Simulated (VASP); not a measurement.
CuO, 4 atoms in the cell. It takes space group Cccm (No. 66, orthorhombic). The conventional cell has a = 4.166 Å, b = 4.177 Å, c = 5.149 Å, α = 90.00°, β = 90.00°, γ = 90.00°. Within 2.6 Å of Cu (site symmetry 2/m) lie 4 O at 1.96 Å. O (site symmetry 222) has 4 Cu at 1.96 Å and 2 O at 2.57 Å within 2.6 Å. 

```yaml
Program: VASP 6.6.1
Task: single point
Functional: PBE
Potentials_or_basis: VASP PAW PBE potentials, release 64 (Cu_sv_GW, O)
Cutoff: 700 eV
k_mesh: 9 × 9 × 5
Occupations: fermi-dirac, width 0.05 eV
Spin: no spin polarisation
Dipole_correction: no
Further_INCAR_settings: ALGO = Normal; EDIFF = 1e-06; NBANDS = 33
```

Potentials or basis: VASP PAW PBE potentials, release 64 (Cu_sv_GW, O).

Run with:

```sh
$ cat potpaw_PBE.64/Cu_sv_GW/POTCAR potpaw_PBE.64/O/POTCAR > POTCAR
$ mpirun -np 1 vasp_std > vasp.out
```

Hardware: 1 thread of AMD EPYC 7R13 Processor (Zen 3), with other jobs on the host.

Q: Estimate the wall time of this run.

A: Wall time 2.5 min on 1 thread of AMD EPYC 7R13 Processor (Zen 3), with other jobs on the host, peak memory 0.28 GiB. Counts: scf iterations 15, k points 75.
